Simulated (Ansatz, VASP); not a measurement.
Pt in VASP and in Ansatz

```
Pt
1.0
    -2.51034    2.51034    1.36184
     2.51034   -2.51034    1.36184
     2.51034    2.51034   -1.36184
Pt
2
Cartesian
  0.0000 0.0000 0.0000
  0.0000 2.5103 0.6809
```

Alike in both runs: functional PBE; k mesh 8 × 8 × 8; occupations gaussian, width 0.1 eV; no spin polarisation.

Ansatz relaxed the structure, and its values are those at the end. VASP's run is a single point on that final structure, the one shown.

|  | VASP | Ansatz |
| --- | --- | --- |
| version | VASP 6.6.1 | Ansatz 0.2.0 |
| potentials or method | VASP PAW PBE potentials, release 64 (Pt), cutoff 520 eV | scalar-relativistic, plane waves, PAW |
| valence electrons in the cell | 20 | 36 |

VASP gave:

- gap on the k mesh at the Fermi level (eV): none
- pressure (GPa): -0.5

Question: Which values does Ansatz return?

Answer: gap on the k mesh at the Fermi level (eV): none; pressure (GPa): 0.0.

A gap of «none» marks a metal or a gap that the smearing closes. VASP's potentials hold 20 valence electrons a cell and Ansatz's 36, so a difference there can come from the potentials and not from the codes.

Spin-orbit coupling is off throughout.
